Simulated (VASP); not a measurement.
Input of a VASP 6.6.1 run:

INCAR

```
SYSTEM = ZrN
PREC = Accurate ; ENCUT = 600
EDIFF = 1E-6 ; ISMEAR = 0
SIGMA = 0.05 ; LREAL = .False.
LASPH = .True. ; NELM = 120
ALGO = Normal ; ISIF = 2
LWAVE = .False. ; LCHARG = .False.
GGA = RP ; NBANDS = 16
GGA_COMPAT = .False.
```

File KPOINTS:

```
Automatic mesh
0
Gamma
  8 8 8
  0 0 0
```

The input POSCAR:

```
ZrN
1.0
    0.0000000000      2.2842273067      2.2842273067
    2.2842273067      0.0000000000      2.2842273067
    2.2842273067      2.2842273067      0.0000000000
Zr N
1 1
Direct
    0.5000000000      0.5000000000      0.5000000000
    0.0000000000      0.0000000000      0.0000000000
```

Potentials or basis: VASP PAW PBE potentials, release 64 (Zr_sv, N).

Command:

```sh
$ cat potpaw_PBE.64/Zr_sv/POTCAR potpaw_PBE.64/N/POTCAR > POTCAR
$ mpirun -np 1 vasp_std > vasp.out
```

(1) Predict the pressure.

(2) Estimate the band gap on the k mesh.

## Answers

(1) 8.7 GPa.

(2) zero (an odd number of electrons rules out a gap without spin polarisation).

Caveat: the cell stands under pressure; the PAW data sets were made with another functional, which shifts forces and pressure a little.
